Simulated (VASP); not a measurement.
Crystal: AlCo3.

```
Al Co
1.0
     3.57495    0.00000    0.00000
     0.00000    3.57495    0.00000
     0.00000    0.00000    3.57495
Al Co
1 3
Direct
  0.00000 0.00000 0.00000
  0.50000 0.50000 0.00000
  0.50000 0.00000 0.50000
  0.00000 0.50000 0.50000
```

Base run:

```yaml
Program: VASP 6.6.1
Functional: PBEsol
Potentials_or_basis: VASP PAW PBE potentials, release 64 (Al, Co)
Cutoff: 520 eV
k_mesh: 12 × 12 × 12
Occupations: gaussian, width 0.1 eV
Spin: collinear spin, ferromagnetic start
Starting_moments: "[0.0, 0.5, 0.5, 0.5] μB"
```

Its results: pressure -13.9 GPa; net moment 0.00 μB per cell.

Q: The run is repeated on the same cell with these changes: further incar settings from ALGO = Normal; EDIFF = 1e-07; NBANDS = 27 to ALGO = Fast; EDIFF = 1e-07; NBANDS = 27; moments at the start from [0.0, 0.5, 0.5, 0.5] to [0.0, 3.0, 3.0, 3.0]. What comes out?

A: Pressure -7.7 GPa; net moment 3.85 μB per cell; site moments Al -0.04; Co +1.32 μB.

Caveats: the cell stands under tension; the PAW data sets were made with another functional, which shifts forces and pressure a little.
